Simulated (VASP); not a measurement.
Set up this calculation in VASP 6.6.1, as the native input.

```yaml
Task: single point
Functional: PBE
Potentials_or_basis: VASP PAW PBE potentials, release 64 (Nb_sv)
Cutoff: 520 eV
k_mesh: 34 × 34 × 34
Occupations: methfessel-paxton, width 0.1 eV
Spin: no spin polarisation
Dipole_correction: no
Further_INCAR_settings: ALGO = Normal; EDIFF = 1e-07; NBANDS = 12
```

The structure of Nb lies in POSCAR:

```
Nb
1.0
   -1.6545280250      1.6545280250      1.6545280250
    1.6545280250     -1.6545280250      1.6545280250
    1.6545280250      1.6545280250     -1.6545280250
Nb
1
Direct
    0.0000000000      0.0000000000      0.0000000000
```

The input as run:

INCAR

```
SYSTEM = Nb
  ALGO = Normal
  EDIFF = 1E-7
  ENCUT = 520
  GGA = PE
  ISIF = 2
  ISMEAR = 1
  LASPH = .TRUE.
  LCHARG = .FALSE.
  LREAL = .FALSE.
  LWAVE = .FALSE.
  NBANDS = 12
  NELM = 80
  PREC = Accurate
  SIGMA = 0.1
```

KPOINTS

```
k-points
0
G
  34 34 34
  0 0 0
```

Potentials or basis: VASP PAW PBE potentials, release 64 (Nb_sv).

Launch:

```sh
$ cat potpaw_PBE.64/Nb_sv/POTCAR > POTCAR
$ mpirun -np 1 vasp_std > vasp.out
```

It gave:

```yaml
Pressure: -0.2 GPa
```

Run time: 2.3 min on 1 thread of Intel Xeon 6975P-C, on a shared host, peak memory 0.33 GiB.
